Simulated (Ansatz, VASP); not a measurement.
**Two plane-wave programs on C3N**

File INCAR:

```
PREC     = Accurate       # precision mode
ENCUT    = 520            # plane-wave cutoff, eV
EDIFF    = 1E-7           # SCF threshold, eV
ISMEAR   = 0              # smearing method
SIGMA    = 0.1            # smearing width, eV
LREAL    = False          # projectors in reciprocal space
LASPH    = True           # aspherical terms in the spheres
NELM     = 150            # most SCF steps
ALGO     = Normal         # electronic algorithm
ISIF     = 2              # what is computed and relaxed
LWAVE    = False          # write WAVECAR
LCHARG   = False          # write CHGCAR
ISPIN    = 2              # spin polarisation
MAGMOM   = 1 1 1 1        # initial moments
LORBIT   = 11             # projections on sites
GGA      = PE             # functional
NBANDS   = 20             # bands
```

KPOINTS

```
regular mesh
0
Gamma
  4 4 4
```

The input POSCAR:

```
C3N
1.0
    3.8063542300      0.0000000000      0.0000000000
    0.0000000000      3.8063542300      0.0000000000
    0.0000000000      0.0000000000      3.8063542300
C N
3 1
Direct
    0.0000000000      0.5000000000      0.5000000000
    0.5000000000      0.0000000000      0.5000000000
    0.5000000000      0.5000000000      0.0000000000
    0.0000000000      0.0000000000      0.0000000000
```

Input for Ansatz:

```yaml
crystal:
  lattice:
    - [3.80635423, 0.0, 0.0]
    - [0.0, 3.80635423, 0.0]
    - [0.0, 0.0, 3.80635423]
  atoms:
    - { symbol: C, position: [0.0, 0.5, 0.5], spin: 1.0 }
    - { symbol: C, position: [0.5, 0.0, 0.5], spin: 1.0 }
    - { symbol: C, position: [0.5, 0.5, 0.0], spin: 1.0 }
    - { symbol: "N", position: [0.0, 0.0, 0.0], spin: 1.0 }
basis:
  ecutwfc: 420
kpoints:
  mp_grid: { grid: [4, 4, 4] }
hamiltonian:
  xc: pbe
scf:
  occupations: { method: gaussian, width: 0.1 }
  lower_state_search: "off"
output:
  forces: true
  stress: true
  eigenvalues: true
  populations: true
magnetization:
  spin_polarized: true
```

Change from the starting cell: species swapped into the Gd3Al type (Pm-3m, No. 221).

Alike in both runs: task single point; functional PBE; k mesh 4 × 4 × 4; occupations gaussian, width 0.1 eV; collinear spin.

|  | VASP | Ansatz |
| --- | --- | --- |
| version | VASP 6.6.1 | Ansatz 0.2.0 |
| potentials or method | VASP PAW PBE potentials, release 64 (C, N), cutoff 520 eV | scalar-relativistic, plane waves, PAW |
| valence electrons in the cell | 17 | 17 |

VASP gave:

* gap on the k mesh at the Fermi level (eV): none
* pressure (GPa): -27.5
* net moment per atom (μB): 0.00
* size of the moment on the site where the two differ most (μB): 0.00

Estimate Ansatz's values.

gap on the k mesh at the Fermi level (eV): none; pressure (GPa): -26.5; net moment per atom (μB): 0.27; size of the moment on the site where the two differ most (μB): 1.26.

The net moments are unlike, so the other rows may belong to different states. Site moments also hang on the region over which each program counts them. A gap of «none» marks a metal or a gap that the smearing closes.

The k mesh is coarse, so the values compare programs but aren't converged.
